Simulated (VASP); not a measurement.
Input of a VASP 6.6.1 run:

The input INCAR:

```
PREC     = Accurate       # precision mode
ENCUT    = 520            # plane-wave cutoff, eV
EDIFF    = 1E-7           # SCF threshold, eV
ISMEAR   = 0              # smearing method
SIGMA    = 0.15           # smearing width, eV
LREAL    = False          # projectors in reciprocal space
LASPH    = True           # aspherical terms in the spheres
NELM     = 80             # most SCF steps
ALGO     = Normal         # electronic algorithm
ISIF     = 2              # what is computed and relaxed
LWAVE    = False          # write WAVECAR
LCHARG   = True           # write CHGCAR
GGA      = PS             # functional
LELF     = True           # ELF
LVHAR    = True         
NBANDS   = 9              # bands
```

Contents of KPOINTS:

```
Automatic mesh
0
Gamma
  18 18 10
```

File POSCAR:

```
Mg
1.0
    2.9525298099      0.0000000000      0.0000000000
   -1.4762649049      2.5569658208      0.0000000000
    0.0000000000      0.0000000000      4.7935036000
Mg
2
Direct
    0.3333333333      0.6666666667      0.2500000000
    0.6666666667      0.3333333333      0.7500000000
```

Potentials or basis: VASP PAW PBE potentials, release 64 (Mg).

Launch:

```console
$ cat potpaw_PBE.64/Mg/POTCAR > POTCAR
$ mpirun -np 1 vasp_std > vasp.out
```

**Question.** Predict the pressure.

**Answer.** 12.7 GPa.

**Question.** Estimate the band gap on the k mesh.

**Answer.** Zero (bands 2 and 3 overlap by 2.19 eV).

Stress tensor (GPa, compression positive):
```
12.82  0.00  0.00
 0.00 12.82  0.00
 0.00  0.00 12.33
```

Caveat: the cell differs from its parent crystal (strain -0.080 along x and y, -0.080 along z); the cell stands under pressure; the PAW data sets were made with another functional, which shifts forces and pressure a little.
